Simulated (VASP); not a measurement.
# Si (a cell with a defect) in VASP: further runs, part 2 of 2

VASP 6.6.1. Earlier steps stand in the parts before.

### 4 Single point, PBEsol, collinear spin

File INCAR:

```
SYSTEM = Si
ALGO = Normal
EDIFF = 1E-7
ENCUT = 520
GGA = PS
ISIF = 2
ISMEAR = -1
ISPIN = 2
LASPH = .True.
LCHARG = .False.
LORBIT = 11
LREAL = Auto
LWAVE = .False.
MAGMOM = 0 0.111 0 0 0.111 0 0.111 0 0.111 0 0.111 0 0 0.111 0.111 0.111 0.111
NBANDS = 52
NELECT = 67.0
NELM = 150
PREC = Accurate
SIGMA = 0.05
```

File KPOINTS:

```
k-points
0
Gamma
  3 3 3
  0 0 0
```

File POSCAR:

```
Si
1.0
   10.8655790000      0.0000000000      0.0000000000
    0.0000000000      5.4327900000      0.0000000000
    0.0000000000      0.0000000000      5.4327900000
Si
17
Direct
    0.0064960000      0.9874800000      0.0199270000
    0.4986810000      0.9955750000      0.0042160000
    0.1179560000      0.2314940000      0.2776450000
    0.6320820000      0.2565680000      0.2320110000
    0.2501670000      0.5211940000      0.0089430000
    0.7419200000      0.5039230000      0.0109060000
    0.3794400000      0.7598960000      0.2598910000
    0.8663150000      0.7684620000      0.2241450000
    0.2492270000      0.0057990000      0.5133400000
    0.7538780000      0.9865790000      0.4843960000
    0.3738220000      0.2210050000      0.7210590000
    0.8812550000      0.2502710000      0.7549700000
    0.9952360000      0.5212860000      0.4982870000
    0.4999080000      0.5124960000      0.4919740000
    0.1236750000      0.7421880000      0.7570400000
    0.6286750000      0.7621230000      0.7525460000
    0.3779290000      0.8733710000      0.7408890000
```

The run is started by

```bash
$ cat potpaw_PBE.64/Si/POTCAR > POTCAR
$ mpirun -np 1 vasp_std > vasp.out
```

Wall time 4.6 min (1 thread of Intel Xeon 6975P-C (Granite Rapids), shared host); peak memory 0.6 GiB.

Results (log left out):

- Free energy: -96.2541 eV
- Largest force: 13.195 eV/Å
- Net moment: 0.00 μB per cell
- Valence electrons inside the program's atomic spheres: Si 1.70, 1.74, 1.66, 1.69, 1.62, 1.72, 1.68, 1.82, 1.67, 1.84, 1.60, 1.65, 1.91

Forces on the atoms (eV/Å):
```
Si   -0.167   0.816  -1.549
Si    3.346   2.032   3.108
Si    0.295   2.120  -0.631
Si   -1.474  -0.868   1.798
Si    0.272  -1.969   0.189
Si    1.674   0.376  -2.080
Si   -0.987  -0.028  -0.170
Si    0.726  -1.754   0.743
Si   -5.410   0.024  -4.629
Si   -0.439   1.736   1.203
Si    1.371  12.569   1.481
Si   -0.528   0.087   0.063
Si   -0.453  -0.611  -0.334
Si    0.825  -1.150   0.615
Si   -0.440   0.381  -0.192
Si   -0.033  -0.670  -0.454
Si    1.422 -13.091   0.839
```

Levels at points of the mesh, in eV from the Fermi level:
Spin up:
```csv
k point,band 31,band 32,band 33,band 34,band 35,band 36
"(0.00, 0.00, 0.00)",-1.34,-0.88,-0.78,-0.34,-0.14,-0.10
```
Spin down:
```
           k point  band 30  band 31  band 32  band 33  band 34  band 35  band 36  band 37
(0.00, 0.00, 0.00)    -2.31    -1.34    -0.87    -0.78    -0.34    -0.14    -0.10     0.13
```

Caveat: the k points lie up to 0.39 Å⁻¹ apart; the cell carries a net charge on a neutralising background, which shifts energy and pressure; the cell is charged against a uniform background, so pressure and absolute levels hang on convention; the PAW data sets were made with another functional, which shifts forces and pressure a little.
